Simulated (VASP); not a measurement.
# FeCo (Pm-3m) in VASP: a series of runs, part 3 of 3

VASP 6.6.1. Earlier steps stand in the parts before.

## 5. Single point, PBEsol, collinear spin, ferromagnetic start (9.00 Å³/atom)

This run uses another cell than the first one, of 9.00 Å³/atom.

Input file INCAR:

```
PREC = Accurate ; ENCUT = 600
EDIFF = 1E-6 ; ISMEAR = 0
SIGMA = 0.15 ; LREAL = F
LASPH = T ; NELM = 200
ALGO = Normal ; ISIF = 2
LWAVE = F ; LCHARG = F
ISPIN = 2 ; MAGMOM = 3 2.2
LORBIT = 11 ; NUPDOWN = 5.2
LMAXMIX = 4 ; GGA = PS
NBANDS = 20 ; GGA_COMPAT = F
```

Input file KPOINTS:

```
regular mesh
0
Gamma
  18 18 18
```

Input file POSCAR:

```
FeCo
1.0
    2.6208384551      0.0000000000      0.0000000000
    0.0000000000      2.6208384551      0.0000000000
    0.0000000000      0.0000000000      2.6208384551
Fe Co
1 1
Direct
    0.5000000000      0.5000000000      0.5000000000
    0.0000000000      0.0000000000      0.0000000000
```

Potentials or basis: VASP PAW PBE potentials, release 64 (Fe, Co).

On the command line:

```
cat potpaw_PBE.64/Fe/POTCAR potpaw_PBE.64/Co/POTCAR > POTCAR
mpirun -np 1 vasp_std > vasp.out
```

OUTCAR:

```text
PREC = Accurate
   ENCUT = 600
   EDIFF = 1E-6
   ISMEAR = 0
   LREAL = F
   LASPH = T
   NELM = 200
   ISIF = 2
   ISPIN = 2
   LORBIT = 11
   NUPDOWN = 5.2
   GGA = PS

 ion  position               nearest neighbor table
   1  0.500  0.500  0.500-   2 2.27   2 2.27   2 2.27   2 2.27   2 2.27   2 2.27   2 2.27   2 2.27

   2  0.000  0.000  0.000-   1 2.27   1 2.27   1 2.27   1 2.27   1 2.27   1 2.27   1 2.27   1 2.27

  LATTYP: Found a simple cubic cell.
 ALAT       =     2.6208384551

  Lattice vectors:

 A1 = (   2.6208384551,   0.0000000000,   0.0000000000)
 A2 = (   0.0000000000,   2.6208384551,   0.0000000000)
 A3 = (   0.0000000000,   0.0000000000,   2.6208384551)

Analysis of symmetry for initial positions (statically):
=====================================================================
 Subroutine PRICEL returns:
 Original cell was already a primitive cell.

 Routine SETGRP: Setting up the symmetry group for a
 simple cubic supercell.

 Subroutine GETGRP returns: Found 48 space group operations
 (whereof 48 operations were pure point group operations)
 out of a pool of 48 trial point group operations.

The static configuration has the point symmetry O_h .

Analysis of symmetry for dynamics (positions and initial velocities):
=====================================================================
 Subroutine PRICEL returns:
 Original cell was already a primitive cell.

 Routine SETGRP: Setting up the symmetry group for a
 simple cubic supercell.

 Subroutine GETGRP returns: Found 48 space group operations
 (whereof 48 operations were pure point group operations)
 out of a pool of 48 trial point group operations.

The dynamic configuration has the point symmetry O_h .

Analysis of structural, dynamic, and magnetic symmetry:
=====================================================================
 Subroutine PRICEL returns:
 Original cell was already a primitive cell.

 Routine SETGRP: Setting up the symmetry group for a
 simple cubic supercell.

[... 140 lines left out ...]
 NGX is ok and might be reduce to    24
   NGX = 11   NGY = 11   NGZ = 11

 number of electron      17.0000006 magnetization       5.2000003

 Free energy of the ion-electron system (eV)
  ---------------------------------------------------
  ext. energy  EPLUGINS =         0.00000000
  ---------------------------------------------------
  free energy    TOTEN  =       -15.32853055 eV

  energy without entropy =      -15.31904903  energy(sigma->0) =      -15.32378979

 E-fermi :  10.2903     XC(G=0): -14.6748

 val. band max:       13.1367872854   @ k =   0.3889   0.1111   0.0556
 cond. band min:      10.2951468566   @ k =   0.2222   0.1111   0.0556
 fundamental gap:     -2.8416404288
 Fermi energy:        13.1461264910

 spin component 1

 k-point     1 :       0.0000    0.0000    0.0000
  band No.  band energies     occupation
      1       0.4584      1.00000
      2       4.1050      1.00000
      3       4.1050      1.00000
      4       7.3999      1.00000
      5       7.3999      1.00000
      6       7.3999      1.00000
[... 541 lines left out ...]
     19      35.0317      0.00000
     20      39.3640      0.00000

 [... further k-points ...]

 spin component 2

 k-point     1 :       0.0000    0.0000    0.0000
  band No.  band energies     occupation
      1       1.0926      1.00000
      2       6.1106      1.00000
      3       6.1106      1.00000
      4       9.6161      1.00000
      5       9.6161      1.00000
      6       9.6161      1.00000
[... 541 lines left out ...]
     19      36.0389      0.00000
     20      40.2115      0.00000

 [... further k-points ...]
[... 5 lines left out ...]
  --------------------------------------------------------------------------------------
  -------------------------------------------------------------------------------------
  Total       10.1410228     10.1410228     10.1410228      0.0000000      0.0000000     -0.0000000
  in kB      902.5506548    902.5506548    902.5506548      0.0000000      0.0000000     -0.0000000
  external PRESSURE =     902.5506548 kB  Pullay stress =       0.0000000 kB

 VOLUME and BASIS-vectors are now :
 -----------------------------------------------------------------------------
  energy-cutoff  :      600.00
  volume of cell :       18.00
      direct lattice vectors                 reciprocal lattice vectors
     2.620838455  0.000000000  0.000000000     0.381557283  0.000000000  0.000000000
     0.000000000  2.620838455  0.000000000     0.000000000  0.381557283  0.000000000
     0.000000000  0.000000000  2.620838455     0.000000000  0.000000000  0.381557283

 POSITION                                       TOTAL-FORCE (eV/Angst)
 -----------------------------------------------------------------------------------
      1.31042      1.31042      1.31042         0.000000      0.000000      0.000000
      0.00000      0.00000      0.00000         0.000000      0.000000      0.000000
 -----------------------------------------------------------------------------------
    total drift:                                0.000000      0.000000     -0.000000

  FREE ENERGIE OF THE ION-ELECTRON SYSTEM (eV)
  ---------------------------------------------------
  free  energy   TOTEN  =       -15.3285305469 eV

  energy  without entropy=      -15.3190490313  energy(sigma->0) =      -15.32378979

 total charge

# of ion       s       p       d       tot
------------------------------------------
    1        0.614   0.822   6.351   7.786
    2        0.617   0.795   7.387   8.798
--------------------------------------------------
tot          1.231   1.617  13.738  16.585

 magnetization (x)

# of ion       s       p       d       tot
------------------------------------------
    1        0.022   0.055   2.938   3.014
    2        0.014   0.055   2.015   2.084
--------------------------------------------------
tot          0.036   0.110   4.953   5.098
```

Run time: 1.8 min. Hardware: 1 thread of Intel Xeon 8259CL, shared host; peak memory 0.28 GiB.

Results:

* Free energy: -15.3285 eV
* Pressure: 90.3 GPa
* Net moment: 5.20 μB per cell
* Site moments: Fe +3.01; Co +2.08 μB
* Valence electrons inside the program's atomic spheres: Fe 7.79; Co 8.80

Caveat: the cell stands under pressure; the PAW data sets were made with another functional, which shifts forces and pressure a little; the total moment is fixed, so each spin has its own Fermi level and the state may be an excited one.

## 6. Summary

| spin | fixed moment (μB) | cell | gap on the mesh (eV) | pressure (GPa) | moment (μB) |
| --- | --- | --- | --- | --- | --- |
| off | - | a = 2.908 Å, 2 atoms | none | -35.2 | - |
| off | - | a = 2.959 Å, 2 atoms | none | -39.3 | - |
| collinear, ferromagnetic start | 3.9 | a = 2.621 Å, 2 atoms | - | 65.6 | 3.90 |
| collinear, ferromagnetic start | 5.2 | a = 2.621 Å, 2 atoms | - | 90.3 | 5.20 |

Alike in all rows: task single point; level PBEsol; potentials or basis VASP PAW PBE potentials, release 64 (Fe, Co); k mesh 18 × 18 × 18; cutoff (eV) 600; smearing gaussian 0.15 eV.

Caveats: the PAW data sets were made with another functional, which shifts forces and pressure a little; the cell stands under tension (at least some runs); the cell stands under pressure (at least some runs); the total moment is fixed, so each spin has its own Fermi level and the state may be an excited one (at least some runs).

Total energies depend on the potentials used, so only differences within one code and one set of settings carry meaning.
